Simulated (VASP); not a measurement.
Input of a VASP 6.6.1 run:

File INCAR:

```
SYSTEM = CoO
PREC = Accurate ; ENCUT = 600
EDIFF = 1E-6 ; ISMEAR = -1
SIGMA = 0.05 ; LREAL = .False.
LASPH = .True. ; NELM = 150
ALGO = Normal ; ISIF = 3
LWAVE = .False. ; LCHARG = .False.
ISPIN = 2 ; MAGMOM = 2 0
LORBIT = 11 ; LMAXMIX = 4
LDAU = .True. ; LDAUTYPE = 2
LDAUL = 2 -1 ; LDAUU = 1 0
LDAUJ = 0 0 ; LDAUPRINT = 1
GGA = PE ; IBRION = 2
NSW = 60 ; EDIFFG = -0.01
```

File KPOINTS:

```
regular mesh
0
Gamma
  12 12 12
  0 0 0
```

The input POSCAR:

```
CoO
1.0
   -1.5080004400      1.5080004400      2.1072503600
    1.5080004400     -1.5080004400      2.1072503600
    1.5080004400      1.5080004400     -2.1072503600
Co O
1 1
Direct
    0.0000000000      0.0000000000      0.0000000000
    0.5000000000      0.5000000000      0.0000000000
```

Potentials or basis: VASP PAW PBE potentials, release 64 (Co, O).

Launch:

```sh
$ cat potpaw_PBE.64/Co/POTCAR potpaw_PBE.64/O/POTCAR > POTCAR
$ mpirun -np 1 vasp_std > vasp.out
```

(1) What does it give for the band gap on the k mesh?

(2) Estimate the relaxed cell.

Answers

(1) zero (filled and empty bands overlap).

(2) a = 2.983 Å, b = 2.983 Å, c = 2.983 Å, α = 117.64°, β = 117.64°, γ = 94.13°.

Caveat: a cell with one magnetic atom can't hold antiferromagnetic order, which such compounds often take.
